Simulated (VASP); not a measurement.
# SrO (Fm-3m) in VASP: further runs

The runs below take SrO through single point, relaxation of cell and atoms, with PBEsol.

Everything below comes from runs of VASP 6.6.1. Logs are shortened: lines on timing, memory, paths and dates and some standing lists are left out, and cuts for length are marked.

### Step 1. The cell of the first run

Symmetry: Fm-3m, No. 225, cubic system. Conventional cell: a = 5.123 Å, b = 5.123 Å, c = 5.123 Å, α = 90.00°, β = 90.00°, γ = 90.00°. Within 3.4 Å of Sr (site symmetry m-3m) lie 6 O at 2.56 Å. Within 3.4 Å of O (site symmetry m-3m) lie 6 Sr at 2.56 Å.

### Step 2. Single point, PBEsol

INCAR reads:

```
ALGO     = Normal         # electronic algorithm
EDIFF    = 1E-6           # SCF threshold, eV
ENCUT    = 520            # plane-wave cutoff, eV
GGA      = PS             # functional
ISIF     = 2              # what is computed and relaxed
ISMEAR   = -1             # smearing method
LASPH    = T              # aspherical terms in the spheres
LCHARG   = T              # write CHGCAR
LELF     = T              # ELF
LREAL    = F              # projectors in reciprocal space
LVHAR    = T            
LWAVE    = F              # write WAVECAR
NBANDS   = 15             # bands
NELM     = 60             # most SCF steps
PREC     = Accurate       # precision mode
SIGMA    = 0.08           # smearing width, eV
```

KPOINTS reads:

```
k-points
0
Gamma
  12 12 12
```

POSCAR reads:

```
SrO
1.0
    0.0000000000      2.5614439109      2.5614439109
    2.5614439109      0.0000000000      2.5614439109
    2.5614439109      2.5614439109      0.0000000000
Sr O
1 1
Direct
    0.5000000000      0.5000000000      0.5000000000
    0.0000000000      0.0000000000      0.0000000000
```

Potentials or basis: VASP PAW PBE potentials, release 64 (Sr_sv, O).

On the command line:

```sh
$ cat potpaw_PBE.64/Sr_sv/POTCAR potpaw_PBE.64/O/POTCAR > POTCAR
$ mpirun -np 1 vasp_std > vasp.out
```

OUTCAR:

```text
EDIFF = 1E-6
   ENCUT = 520
   GGA = PS
   ISIF = 2
   ISMEAR = -1
   LASPH = T
   LREAL = F
   NELM = 60
   PREC = Accurate

 ion  position               nearest neighbor table
   1  0.500  0.500  0.500-   2 2.56   2 2.56   2 2.56   2 2.56   2 2.56   2 2.56
   2  0.000  0.000  0.000-   1 2.56   1 2.56   1 2.56   1 2.56   1 2.56   1 2.56

  LATTYP: Found a face centered cubic cell.
 ALAT       =     5.1228878218

  Lattice vectors:

 A1 = (   0.0000000000,   2.5614439109,   2.5614439109)
 A2 = (   2.5614439109,   0.0000000000,   2.5614439109)
 A3 = (   2.5614439109,   2.5614439109,   0.0000000000)

Analysis of symmetry for initial positions (statically):
=====================================================================
 Subroutine PRICEL returns:
 Original cell was already a primitive cell.

 Routine SETGRP: Setting up the symmetry group for a
 face centered cubic supercell.

 Subroutine GETGRP returns: Found 48 space group operations
 (whereof 48 operations were pure point group operations)
 out of a pool of 48 trial point group operations.

The static configuration has the point symmetry O_h .

Analysis of symmetry for dynamics (positions and initial velocities):
=====================================================================
 Subroutine PRICEL returns:
 Original cell was already a primitive cell.

 Routine SETGRP: Setting up the symmetry group for a
 face centered cubic supercell.

 Subroutine GETGRP returns: Found 48 space group operations
 (whereof 48 operations were pure point group operations)
 out of a pool of 48 trial point group operations.

The dynamic configuration has the point symmetry O_h .

 Subroutine INISYM returns: Found 48 space group operations
 (whereof 48 operations are pure point group operations),
 and found     1 'primitive' translations

----------------------------------------------------------------------------------------

                                     Primitive cell

  volume of cell :      33.6112

  direct lattice vectors                    reciprocal lattice vectors
     0.000000000  2.561443911  2.561443911    -0.195202400  0.195202400  0.195202400
     2.561443911  0.000000000  2.561443911     0.195202400 -0.195202400  0.195202400
     2.561443911  2.561443911  0.000000000     0.195202400  0.195202400 -0.195202400

  length of vectors
     3.622428718  3.622428718  3.622428718     0.338100475  0.338100475  0.338100475

  position of ions in fractional coordinates (direct lattice)
     0.500000000  0.500000000  0.500000000
     0.000000000  0.000000000  0.000000000

  ion indices of the primitive-cell ions
   primitive index   ion index
                 1           1
                 2           2

----------------------------------------------------------------------------------------

 KPOINTS: k-points

Automatic generation of k-mesh.
 Grid dimensions read from file:
 generate k-points for:   12   12   12

 Generating k-lattice:

  Cartesian coordinates                     Fractional coordinates (reciprocal lattice)
    -0.016266867  0.016266867  0.016266867     0.083333333  0.000000000  0.000000000
     0.016266867 -0.016266867  0.016266867     0.000000000  0.083333333  0.000000000
     0.016266867  0.016266867 -0.016266867     0.000000000  0.000000000  0.083333333

  Length of vectors
     0.028175040  0.028175040  0.028175040

  Shift w.r.t. Gamma in fractional coordinates (k-lattice)
     0.000000000  0.000000000  0.000000000

 Subroutine IBZKPT returns following result:
 ===========================================

 Found     72 irreducible k-points:

 Following reciprocal coordinates:
            Coordinates               Weight
  0.000000  0.000000  0.000000      1.000000
  0.083333  0.000000  0.000000      8.000000
  0.166667  0.000000  0.000000      8.000000
  0.250000  0.000000  0.000000      8.000000
  0.333333  0.000000  0.000000      8.000000
  0.416667  0.000000  0.000000      8.000000
[... 16 lines left out ...]
  0.500000  0.166667  0.000000     24.000000
 -0.416667  0.166667  0.000000     24.000000
 [... further k-points ...]
   k-points           NKPTS =     72   k-points in BZ     NKDIM =     72   number of bands    NBANDS=     15
   number of dos      NEDOS =    301   number of ions     NIONS =      2
   total plane-waves  NPLWV =  21952
   dimension x,y,z NGX =    28 NGY =   28 NGZ =   28
   dimension x,y,z NGXF=    56 NGYF=   56 NGZF=   56
   ions per type =               1   1
   NGX,Y,Z   is equivalent  to a cutoff of  12.85, 12.85, 12.85 a.u.
   NGXF,Y,Z  is equivalent  to a cutoff of  25.70, 25.70, 25.70 a.u.
 SYSTEM =  unknown system
   PREC   = accura    normal or accurate (medium, high low for compatibility)
   ISTART =      0    job   : 0-new  1-cont  2-samecut
   ICHARG =      2    charge: 1-file 2-atom 10-const
   ISPIN  =      1    spin polarized calculation?
   LNONCOLLINEAR =      F non collinear calculations
   LSORBIT =      F    spin-orbit coupling
   LASPH  =      T    aspherical Exc in radial PAW
   ENCUT  =  520.0 eV  38.22 Ry    6.18 a.u.   6.74  6.74  6.74*2*pi/ulx,y,z
   NELM   =     60;   NELMIN=  2; NELMDL= -5     # of ELM steps
   EDIFF  = 0.1E-05   stopping-criterion for ELM
   LREAL  =      F    real-space projection
   EDIFFG = 0.1E-04   stopping-criterion for IOM
   NSW    =      0    number of steps for IOM
   IBRION =     -1    ionic relax: 0-MD 1-quasi-New 2-CG
   NFREE  =      0    steps in history (QN), initial steepest desc. (CG)
   ISIF   =      2    stress and relaxation
   ISYM   =      2    0-nonsym 1-usesym 2-fastsym
   POTIM  = 0.5000    time-step for ionic-motion
   TEBEG  =    0.0;   TEEND  =   0.0 temperature during run
   PSTRESS=    0.0 pullay stress
   NELECT =      16.0000    total number of electrons
   NUPDOWN=      -1.0000    fix difference up-down
   EMIN   =  10.00;   EMAX   =-10.00  energy-range for DOS
   EFERMI =   0.00;   METHOD = LEGACY
   ISMEAR =    -1;   SIGMA  =   0.08  broadening in eV -4-tet -1-fermi 0-gaus
   EFERMI_NEDOS =   21; number of points for ismear=-14 and -15
   IALGO  =     38    algorithm
   IMIX   =      4    mixing-type and parameters
     AMIX     =   0.40;   BMIX     =  1.00
     AMIX_MAG =   1.60;   BMIX_MAG =  1.00
  volume/ion in A,a.u.               =      16.81       113.41
  Fermi-wavevector in a.u.,A,eV,Ry     =   1.278262  2.415565 22.231300  1.633954
  Thomas-Fermi vector in A             =   2.410815
   LORBIT       =      0    0 simple, 1 ext, 2 COOP (PROOUT), +10 PAW based schemes
   GGA     = PS    functional components
   LHFCALC =     F    Hartree Fock is set to
   AEXX    =    0.0000 exact exchange contribution
   IVDW    =     0    specifies the selected vdW correction
   LEPSILON=     F    determine dielectric tensor
   LRPA    =     F    only Hartree local field effects (RPA)
 non-spin polarized calculation
  energy-cutoff  :      520.00
  volume of cell :       33.61
 maximum number of plane-waves:       934
   NGX = 13   NGY = 13   NGZ = 13

 number of electron      15.9999996 magnetization

 Free energy of the ion-electron system (eV)
  ---------------------------------------------------
  ext. energy  EPLUGINS =         0.00000000
  ---------------------------------------------------
  free energy    TOTEN  =       -12.63918878 eV

  energy without entropy =      -12.63918878  energy(sigma->0) =      -12.63918878

 E-fermi :   3.1635     XC(G=0): -10.3310

 val. band max:        1.5414525028   @ k =   0.0000   0.0000   0.0000
 cond. band min:       4.6885500845   @ k =   0.5000   0.5000   0.0000
 fundamental gap:      3.1470975816
 Fermi energy:         3.1635169800

 k-point     1 :       0.0000    0.0000    0.0000
  band No.  band energies     occupation
      1     -30.6571      2.00000
      2     -13.4703      2.00000
      3     -12.2978      2.00000
      4     -12.2978      2.00000
      5     -12.2978      2.00000
      6       1.5415      2.00000
      7       1.5415      2.00000
      8       1.5415      2.00000
      9       5.4431      0.00000
     10       7.7269      0.00000
     11       7.7269      0.00000
     12       7.7269      0.00000
     13       9.9474      0.00000
     14       9.9474      0.00000
     15      14.0790      0.00000

 k-point     2 :       0.0833    0.0000    0.0000
  band No.  band energies     occupation
      1     -30.6473      2.00000
      2     -13.6576      2.00000
      3     -12.3037      2.00000
      4     -12.3037      2.00000
      5     -12.1348      2.00000
      6       1.3107      2.00000
      7       1.4459      2.00000
      8       1.4459      2.00000
      9       5.7826      0.00000
     10       7.6381      0.00000
     11       7.8679      0.00000
     12       7.8679      0.00000
     13      10.1396      0.00000
     14      10.1396      0.00000
     15      14.5611      0.00000

 k-point     3 :       0.1667    0.0000    0.0000
  band No.  band energies     occupation
      1     -30.6204      2.00000
      2     -14.0344      2.00000
      3     -12.3197      2.00000
      4     -12.3197      2.00000
      5     -11.8233      2.00000
      6       0.7890      2.00000
      7       1.2007      2.00000
      8       1.2007      2.00000
      9       6.6198      0.00000
     10       7.5082      0.00000
     11       8.2747      0.00000
     12       8.2747      0.00000
     13      10.6663      0.00000
     14      10.6663      0.00000
     15      15.7937      0.00000
[... 343 lines left out ...]
 k-point    23 :       0.5000    0.1667    0.0000
  band No.  band energies     occupation
      1     -30.4971      2.00000
      2     -14.7885      2.00000
      3     -12.5830      2.00000
      4     -12.4628      2.00000
      5     -11.3996      2.00000
      6      -0.2096      2.00000
      7       0.5673      2.00000
      8       0.6321      2.00000
      9       7.4780      0.00000
     10       8.9139      0.00000
     11      10.8454      0.00000
     12      10.9858      0.00000
     13      13.1700      0.00000
     14      13.6897      0.00000
     15      15.5723      0.00000

 k-point    24 :      -0.4167    0.1667    0.0000
  band No.  band energies     occupation
      1     -30.4944      2.00000
      2     -14.8218      2.00000
      3     -12.6319      2.00000
      4     -12.4299      2.00000
      5     -11.3392      2.00000
      6      -0.3109      2.00000
      7       0.4876      2.00000
      8       0.6678      2.00000
      9       7.9908      0.00000
     10       8.6702      0.00000
     11      10.6009      0.00000
     12      11.0019      0.00000
     13      13.3380      0.00000
     14      14.1722      0.00000
     15      15.2831      0.00000

 [... further k-points ...]
[... 5 lines left out ...]
  --------------------------------------------------------------------------------------
  -------------------------------------------------------------------------------------
  Total        0.1282528      0.1282528      0.1282528      0.0000000      0.0000000     -0.0000000
  in kB        6.1135437      6.1135437      6.1135437      0.0000000      0.0000000     -0.0000000
  external PRESSURE =       6.1135437 kB  Pullay stress =       0.0000000 kB

 VOLUME and BASIS-vectors are now :
 -----------------------------------------------------------------------------
  energy-cutoff  :      520.00
  volume of cell :       33.61
      direct lattice vectors                 reciprocal lattice vectors
     0.000000000  2.561443911  2.561443911    -0.195202400  0.195202400  0.195202400
     2.561443911  0.000000000  2.561443911     0.195202400 -0.195202400  0.195202400
     2.561443911  2.561443911  0.000000000     0.195202400  0.195202400 -0.195202400

 POSITION                                       TOTAL-FORCE (eV/Angst)
 -----------------------------------------------------------------------------------
      2.56144      2.56144      2.56144         0.000000      0.000000      0.000000
      0.00000      0.00000      0.00000        -0.000000     -0.000000     -0.000000
 -----------------------------------------------------------------------------------
    total drift:                                0.000000      0.000000      0.000000

  FREE ENERGIE OF THE ION-ELECTRON SYSTEM (eV)
  ---------------------------------------------------
  free  energy   TOTEN  =       -12.6391887763 eV

  energy  without entropy=      -12.6391887760  energy(sigma->0) =      -12.63918878
```

Wall time 47 s (1 thread of Intel Xeon 6975P-C, shared host); peak memory 0.18 GiB.

Results:

```yaml
Free_energy: -12.6392 eV
Pressure: 0.6 GPa
Band_gap_on_the_k_mesh: 3.15 eV, indirect (least direct gap 3.23 eV)
```

Levels at points of the mesh, in eV from the valence-band top:
| k point | band 6 | band 7 | band 8 | band 9 | band 10 | band 11 |
| --- | --- | --- | --- | --- | --- | --- |
| (0.00, 0.00, 0.00) | 0.00 | 0.00 | 0.00 | 3.90 | 6.19 | 6.19 |
| (0.50, 0.00, 0.00) | -2.25 | -1.18 | -1.18 | 6.54 | 8.38 | 8.91 |
| (0.50, 0.50, 0.00) | -0.42 | -0.08 | -0.08 | 3.15 | 7.85 | 10.27 |

Caveat: the PAW data sets were made with another functional, which shifts forces and pressure a little.

### Step 3. Relaxation of cell and atoms, PBEsol

This run uses another cell than the first one, of 16.90 Å³/atom, 1.006 times its volume.

INCAR reads:

```
SYSTEM = SrO
  PREC = Accurate
  ENCUT = 600
  EDIFF = 1E-6
  ISMEAR = -1
  SIGMA = 0.08
  LREAL = .False.
  LASPH = .True.
  NELM = 100
  ALGO = Normal
  ISIF = 3
  LWAVE = .False.
  LCHARG = .False.
  GGA = PS
  IBRION = 2
  NSW = 100
  EDIFFG = -0.002
```

KPOINTS reads:

```
regular mesh
0
Gamma
  12 12 12
  0 0 0
```

POSCAR reads:

```
SrO
1.0
    0.0000000000      2.5663000000      2.5663000000
    2.5663000000      0.0000000000      2.5663000000
    2.5663000000      2.5663000000      0.0000000000
Sr O
1 1
Direct
    0.5000000000      0.5000000000      0.5000000000
    0.0000000000      0.0000000000      0.0000000000
```

Potentials or basis: VASP PAW PBE potentials, release 64 (Sr_sv, O).

On the command line:

```sh
$ cat potpaw_PBE.64/Sr_sv/POTCAR potpaw_PBE.64/O/POTCAR > POTCAR
$ mpirun -np 1 vasp_std > vasp.out
```

Run time: 54 s. Hardware: 1 thread of Intel Xeon 6975P-C, shared host; peak memory 0.2 GiB.

It converged, with:

```
Free energy             : -12.6411 eV
Pressure after relaxing : 0.0 GPa
Band gap on the k mesh  : 3.15 eV, indirect (least direct gap 3.24 eV)
```

Final structure:
```cif
data_structure
_symmetry_space_group_name_H-M 'P 1'
_symmetry_Int_Tables_number 1
_cell_length_a 3.6293
_cell_length_b 3.6293
_cell_length_c 3.6293
_cell_angle_alpha 60.000
_cell_angle_beta 60.000
_cell_angle_gamma 60.000
_cell_volume 33.80
loop_
_atom_site_label
_atom_site_type_symbol
_atom_site_fract_x
_atom_site_fract_y
_atom_site_fract_z
_atom_site_occupancy
Sr1 Sr 0.50000 0.50000 0.50000 1
O1 O 0.00000 0.00000 0.00000 1
```

Levels at points of the mesh, in eV from the valence-band top:
```
           k point  band 5  band 6  band 7  band 8  band 9  band 10  band 11  band 12
(0.00, 0.00, 0.00)  -13.86    0.00    0.00    0.00    3.86     6.17     6.17     6.17
(0.50, 0.00, 0.00)  -12.67   -2.24   -1.16   -1.16    6.51     8.33     8.88     8.88
(0.50, 0.50, 0.00)  -14.25   -0.43   -0.08   -0.08    3.15     7.80    10.23    10.27
```

Caveat: the relaxation stopped at its first step, so nothing moved; the PAW data sets were made with another functional, which shifts forces and pressure a little. A k mesh can miss the band edges.
